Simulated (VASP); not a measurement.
# ZrB (Fm-3m) in VASP: further runs

Runs on ZrB. Level: LDA. Tasks: single point.

Everything below comes from runs of VASP 6.6.1. Logs are shortened: lines on timing, memory, paths and dates and some standing lists are left out, and cuts for length are marked.

**1. The cell of the first run**

It takes space group Fm-3m (No. 225, cubic). Conventional cell: a = 4.831 Å, b = 4.831 Å, c = 4.831 Å, α = 90.00°, β = 90.00°, γ = 90.00°. Zr (site symmetry m-3m) has 6 B at 2.42 Å within 3.2 Å. B (site symmetry m-3m) has 6 Zr at 2.42 Å within 3.2 Å.

**2. Single point, LDA**

INCAR

```
SYSTEM = ZrB
PREC = Accurate
ENCUT = 520
EDIFF = 1E-7
ISMEAR = 0
SIGMA = 0.1
LREAL = .FALSE.
LASPH = .TRUE.
NELM = 100
ALGO = Normal
ISIF = 2
LWAVE = .FALSE.
LCHARG = .FALSE.
NBANDS = 14
```

KPOINTS

```
regular mesh
0
G
  16 16 16
  0 0 0
```

POSCAR

```
ZrB
1.0
    0.0000000000      2.4153850465      2.4153850465
    2.4153850465      0.0000000000      2.4153850465
    2.4153850465      2.4153850465      0.0000000000
Zr B
1 1
Direct
    0.0000000000      0.0000000000      0.0000000000
    0.5000000000      0.5000000000      0.5000000000
```

Potentials or basis: VASP PAW LDA potentials, release 64 (Zr_sv, B).

The run is started by

```console
$ cat potpaw_LDA.64/Zr_sv/POTCAR potpaw_LDA.64/B/POTCAR > POTCAR
$ mpirun -np 1 vasp_std > vasp.out
```

OUTCAR:

```text
SYSTEM = ZrB
   PREC = Accurate
   ENCUT = 520
   EDIFF = 1E-7
   ISMEAR = 0
   LREAL = .FALSE.
   LASPH = .TRUE.
   NELM = 100
   ISIF = 2

 ion  position               nearest neighbor table
   1  0.000  0.000  0.000-   2 2.42   2 2.42   2 2.42   2 2.42   2 2.42   2 2.42
   2  0.500  0.500  0.500-   1 2.42   1 2.42   1 2.42   1 2.42   1 2.42   1 2.42

  LATTYP: Found a face centered cubic cell.
 ALAT       =     4.8307700930

  Lattice vectors:

 A1 = (   0.0000000000,   2.4153850465,   2.4153850465)
 A2 = (   2.4153850465,   0.0000000000,   2.4153850465)
 A3 = (   2.4153850465,   2.4153850465,   0.0000000000)

Analysis of symmetry for initial positions (statically):
=====================================================================
 Subroutine PRICEL returns:
 Original cell was already a primitive cell.

 Routine SETGRP: Setting up the symmetry group for a
 face centered cubic supercell.

 Subroutine GETGRP returns: Found 48 space group operations
 (whereof 48 operations were pure point group operations)
 out of a pool of 48 trial point group operations.

The static configuration has the point symmetry O_h .

Analysis of symmetry for dynamics (positions and initial velocities):
=====================================================================
 Subroutine PRICEL returns:
 Original cell was already a primitive cell.

 Routine SETGRP: Setting up the symmetry group for a
 face centered cubic supercell.

 Subroutine GETGRP returns: Found 48 space group operations
 (whereof 48 operations were pure point group operations)
 out of a pool of 48 trial point group operations.

The dynamic configuration has the point symmetry O_h .

 Subroutine INISYM returns: Found 48 space group operations
 (whereof 48 operations are pure point group operations),
 and found     1 'primitive' translations

----------------------------------------------------------------------------------------

                                     Primitive cell

  volume of cell :      28.1831

  direct lattice vectors                    reciprocal lattice vectors
     0.000000000  2.415385046  2.415385046    -0.207006332  0.207006332  0.207006332
     2.415385046  0.000000000  2.415385046     0.207006332 -0.207006332  0.207006332
     2.415385046  2.415385046  0.000000000     0.207006332  0.207006332 -0.207006332

  length of vectors
     3.415870291  3.415870291  3.415870291     0.358545485  0.358545485  0.358545485

  position of ions in fractional coordinates (direct lattice)
     0.000000000  0.000000000  0.000000000
     0.500000000  0.500000000  0.500000000

  ion indices of the primitive-cell ions
   primitive index   ion index
                 1           1
                 2           2

----------------------------------------------------------------------------------------

 KPOINTS: regular mesh

Automatic generation of k-mesh.
 Grid dimensions read from file:
 generate k-points for:   16   16   16

 Generating k-lattice:

  Cartesian coordinates                     Fractional coordinates (reciprocal lattice)
    -0.012937896  0.012937896  0.012937896     0.062500000  0.000000000  0.000000000
     0.012937896 -0.012937896  0.012937896     0.000000000  0.062500000  0.000000000
     0.012937896  0.012937896 -0.012937896     0.000000000  0.000000000  0.062500000

  Length of vectors
     0.022409093  0.022409093  0.022409093

  Shift w.r.t. Gamma in fractional coordinates (k-lattice)
     0.000000000  0.000000000  0.000000000

 Subroutine IBZKPT returns following result:
 ===========================================

 Found    145 irreducible k-points:

 Following reciprocal coordinates:
            Coordinates               Weight
  0.000000  0.000000  0.000000      1.000000
  0.062500  0.000000  0.000000      8.000000
  0.125000  0.000000  0.000000      8.000000
  0.187500  0.000000  0.000000      8.000000
  0.250000  0.000000  0.000000      8.000000
  0.312500  0.000000  0.000000      8.000000
[... 16 lines left out ...]
 -0.125000  0.062500  0.000000     24.000000
 -0.062500  0.062500  0.000000     12.000000
 [... further k-points ...]
   k-points           NKPTS =    145   k-points in BZ     NKDIM =    145   number of bands    NBANDS=     14
   number of dos      NEDOS =    301   number of ions     NIONS =      2
   total plane-waves  NPLWV =  21952
   dimension x,y,z NGX =    28 NGY =   28 NGZ =   28
   dimension x,y,z NGXF=    56 NGYF=   56 NGZF=   56
   ions per type =               1   1
   NGX,Y,Z   is equivalent  to a cutoff of  13.63, 13.63, 13.63 a.u.
   NGXF,Y,Z  is equivalent  to a cutoff of  27.25, 27.25, 27.25 a.u.
 SYSTEM =  ZrB
   PREC   = accura    normal or accurate (medium, high low for compatibility)
   ISTART =      0    job   : 0-new  1-cont  2-samecut
   ICHARG =      2    charge: 1-file 2-atom 10-const
   ISPIN  =      1    spin polarized calculation?
   LNONCOLLINEAR =      F non collinear calculations
   LSORBIT =      F    spin-orbit coupling
   LASPH  =      T    aspherical Exc in radial PAW
   ENCUT  =  520.0 eV  38.22 Ry    6.18 a.u.   6.35  6.35  6.35*2*pi/ulx,y,z
   NELM   =    100;   NELMIN=  2; NELMDL= -5     # of ELM steps
   EDIFF  = 0.1E-06   stopping-criterion for ELM
   LREAL  =      F    real-space projection
   EDIFFG = 0.1E-05   stopping-criterion for IOM
   NSW    =      0    number of steps for IOM
   IBRION =     -1    ionic relax: 0-MD 1-quasi-New 2-CG
   NFREE  =      0    steps in history (QN), initial steepest desc. (CG)
   ISIF   =      2    stress and relaxation
   ISYM   =      2    0-nonsym 1-usesym 2-fastsym
   POTIM  = 0.5000    time-step for ionic-motion
   TEBEG  =    0.0;   TEEND  =   0.0 temperature during run
   PSTRESS=    0.0 pullay stress
   NELECT =      15.0000    total number of electrons
   NUPDOWN=      -1.0000    fix difference up-down
   EMIN   =  10.00;   EMAX   =-10.00  energy-range for DOS
   EFERMI =   0.00;   METHOD = LEGACY
   ISMEAR =     0;   SIGMA  =   0.10  broadening in eV -4-tet -1-fermi 0-gaus
   EFERMI_NEDOS =   21; number of points for ismear=-14 and -15
   IALGO  =     38    algorithm
   IMIX   =      4    mixing-type and parameters
     AMIX     =   0.40;   BMIX     =  1.00
     AMIX_MAG =   1.60;   BMIX_MAG =  1.00
  volume/ion in A,a.u.               =      14.09        95.09
  Fermi-wavevector in a.u.,A,eV,Ry     =   1.326709  2.507116 23.948372  1.760156
  Thomas-Fermi vector in A             =   2.456075
   LORBIT       =      0    0 simple, 1 ext, 2 COOP (PROOUT), +10 PAW based schemes
   GGA     = CA    functional components
   LHFCALC =     F    Hartree Fock is set to
   AEXX    =    0.0000 exact exchange contribution
   IVDW    =     0    specifies the selected vdW correction
   LEPSILON=     F    determine dielectric tensor
   LRPA    =     F    only Hartree local field effects (RPA)
 non-spin polarized calculation
 Gauss-broadening in eV      SIGMA  =   0.10
  energy-cutoff  :      520.00
  volume of cell :       28.18
 maximum number of plane-waves:       775
 NGX is ok and might be reduce to    28
   NGX = 13   NGY = 13   NGZ = 13

 number of electron      15.0000000 magnetization

 Free energy of the ion-electron system (eV)
  ---------------------------------------------------
  ext. energy  EPLUGINS =         0.00000000
  ---------------------------------------------------
  free energy    TOTEN  =       -17.52364849 eV

  energy without entropy =      -17.51777652  energy(sigma->0) =      -17.52071250

 E-fermi :   7.7556     XC(G=0): -11.8580

 val. band max:        7.7305223548   @ k =   0.5000   0.2500   0.0000
 cond. band min:       7.7765432515   @ k =  -0.4375   0.3750   0.1250
 fundamental gap:      0.0460208966
 Fermi energy:         7.7555730995

 k-point     1 :       0.0000    0.0000    0.0000
  band No.  band energies     occupation
      1     -39.2413      2.00000
      2     -17.1992      2.00000
      3     -17.1992      2.00000
      4     -17.1992      2.00000
      5      -0.2635      2.00000
      6       9.5052      0.00000
      7       9.5052      0.00000
      8       9.5052      0.00000
      9      11.0392      0.00000
     10      11.0392      0.00000
     11      11.2852      0.00000
     12      11.2852      0.00000
     13      11.2852      0.00000
     14      18.6148      0.00000

 k-point     2 :       0.0625    0.0000    0.0000
  band No.  band energies     occupation
      1     -39.2386      2.00000
      2     -17.2253      2.00000
      3     -17.2017      2.00000
      4     -17.2017      2.00000
      5      -0.1706      2.00000
      6       9.2016      0.00000
      7       9.4627      0.00000
      8       9.4627      0.00000
      9      10.3020      0.00000
     10      10.3020      0.00000
     11      11.4333      0.00000
     12      12.2484      0.00000
     13      12.2484      0.00000
     14      18.8400      0.00000

 k-point     3 :       0.1250    0.0000    0.0000
  band No.  band energies     occupation
      1     -39.2307      2.00000
      2     -17.2990      2.00000
      3     -17.2091      2.00000
      4     -17.2091      2.00000
      5       0.1008      2.00000
      6       8.5249      0.00000
      7       8.9883      0.00000
      8       8.9883      0.00000
      9      10.1363      0.00000
     10      10.1363      0.00000
     11      11.6934      0.00000
     12      13.4301      0.00000
     13      13.4301      0.00000
     14      19.4502      0.00000

 k-point     4 :       0.1875    0.0000    0.0000
  band No.  band energies     occupation
      1     -39.2188      2.00000
      2     -17.4074      2.00000
      3     -17.2201      2.00000
      4     -17.2201      2.00000
      5       0.5293      2.00000
      6       7.7249      1.33554
      7       8.2917      0.00000
      8       8.2917      0.00000
      9      10.4546      0.00000
     10      10.4546      0.00000
     11      11.9393      0.00000
     12      14.6802      0.00000
     13      14.6802      0.00000
     14      19.9036      0.00000

 k-point     5 :       0.2500    0.0000    0.0000
  band No.  band energies     occupation
      1     -39.2047      2.00000
      2     -17.5324      2.00000
      3     -17.2330      2.00000
      4     -17.2330      2.00000
      5       1.0837      2.00000
      6       6.9055      2.00000
      7       7.6724      1.76034
      8       7.6724      1.76034
      9      10.9470      0.00000
     10      10.9470      0.00000
     11      12.2052      0.00000
[... 276 lines left out ...]
 k-point    22 :      -0.1875    0.0625    0.0000
  band No.  band energies     occupation
      1     -39.2123      2.00000
      2     -17.4525      2.00000
      3     -17.2505      2.00000
      4     -17.2155      2.00000
      5       0.7706      2.00000
      6       7.3888      2.00000
      7       7.9081      0.03099
      8       8.0503      0.00003
      9      10.3061      0.00000
     10      11.0504      0.00000
     11      12.2354      0.00000
     12      14.4526      0.00000
     13      15.8157      0.00000
     14      19.9663      0.00000

 k-point    23 :      -0.1250    0.0625    0.0000
  band No.  band energies     occupation
      1     -39.2249      2.00000
      2     -17.3416      2.00000
      3     -17.2339      2.00000
      4     -17.2059      2.00000
      5       0.3031      2.00000
      6       8.2188      0.00000
      7       8.5585      0.00000
      8       8.5823      0.00000
      9       9.8992      0.00000
     10      10.7233      0.00000
     11      12.0131      0.00000
     12      13.3043      0.00000
     13      14.5495      0.00000
     14      19.8518      0.00000

 k-point    24 :      -0.0625    0.0625    0.0000
  band No.  band energies     occupation
      1     -39.2341      2.00000
      2     -17.2612      2.00000
      3     -17.2168      2.00000
      4     -17.2010      2.00000
      5      -0.0188      2.00000
      6       8.9364      0.00000
      7       9.0147      0.00000
      8       9.3677      0.00000
      9       9.6392      0.00000
     10      10.5676      0.00000
     11      11.7505      0.00000
     12      12.4032      0.00000
     13      13.3403      0.00000
     14      19.1963      0.00000

 [... further k-points ...]

------------------------ aborting loop because EDIFF is reached ----------------------------------------

  FORCE on cell =-STRESS in cart. coord.  units (eV):
  Direction    XX          YY          ZZ          XY          YZ          ZX
  --------------------------------------------------------------------------------------
  -------------------------------------------------------------------------------------
  Total        0.0587791      0.0587791      0.0587791     -0.0000000     -0.0000000      0.0000000
  in kB        3.3415204      3.3415204      3.3415204     -0.0000000     -0.0000000      0.0000000
  external PRESSURE =       3.3415204 kB  Pullay stress =       0.0000000 kB

 VOLUME and BASIS-vectors are now :
 -----------------------------------------------------------------------------
  energy-cutoff  :      520.00
  volume of cell :       28.18
      direct lattice vectors                 reciprocal lattice vectors
     0.000000000  2.415385046  2.415385046    -0.207006332  0.207006332  0.207006332
     2.415385046  0.000000000  2.415385046     0.207006332 -0.207006332  0.207006332
     2.415385046  2.415385046  0.000000000     0.207006332  0.207006332 -0.207006332

 POSITION                                       TOTAL-FORCE (eV/Angst)
 -----------------------------------------------------------------------------------
      0.00000      0.00000      0.00000         0.000000     -0.000000     -0.000000
      2.41539      2.41539      2.41539        -0.000000      0.000000      0.000000
 -----------------------------------------------------------------------------------
    total drift:                               -0.000000      0.000000      0.000000

  FREE ENERGIE OF THE ION-ELECTRON SYSTEM (eV)
  ---------------------------------------------------
  free  energy   TOTEN  =       -17.5236484880 eV

  energy  without entropy=      -17.5177765189  energy(sigma->0) =      -17.52071250
```

It took 25 s on 1 thread of Intel Xeon 6975P-C (Granite Rapids), shared host; peak memory 0.18 GiB.

What came out:

```yaml
Free_energy: -17.5236 eV
Pressure: 0.3 GPa
```

(Part 1 of 2 ends here.)
